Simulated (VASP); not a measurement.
A run of VASP 6.6.1:

INCAR

```
SYSTEM = Ga
PREC = Accurate ; ENCUT = 520
EDIFF = 1E-8 ; ISMEAR = -1
SIGMA = 0.08 ; LREAL = .FALSE.
LASPH = .TRUE. ; NELM = 60
ALGO = Normal ; ISIF = 2
LWAVE = .FALSE. ; LCHARG = .FALSE.
GGA = PE ; LEFG = .TRUE.
NBANDS = 20
```

KPOINTS

```
Automatic mesh
0
G
  12 12 10
  0 0 0
```

Contents of POSCAR:

```
Ga
1.0
    1.4645000000     -4.1056500000      0.0000000000
    1.4645000000      4.1056500000      0.0000000000
    0.0000000000      0.0000000000      3.1700000000
Ga
2
Direct
    0.8670000000      0.1330000000      0.2500000000
    0.1330000000      0.8670000000      0.7500000000
```

Potentials or basis: VASP PAW PBE potentials, release 64 (Ga_d).

The run is started by

```bash
$ cat potpaw_PBE.64/Ga_d/POTCAR > POTCAR
$ mpirun -np 1 vasp_std > vasp.out
```

Hardware: 1 thread of Intel(R) Xeon(R) 6975P-C (Granite Rapids), with other jobs on the host.

Question: Estimate the wall time of this run.

Answer: Run time: 56 s on 1 thread of Intel(R) Xeon(R) 6975P-C (Granite Rapids), with other jobs on the host, peak memory 0.28 GiB. Counts: scf iterations 14, k points 258.
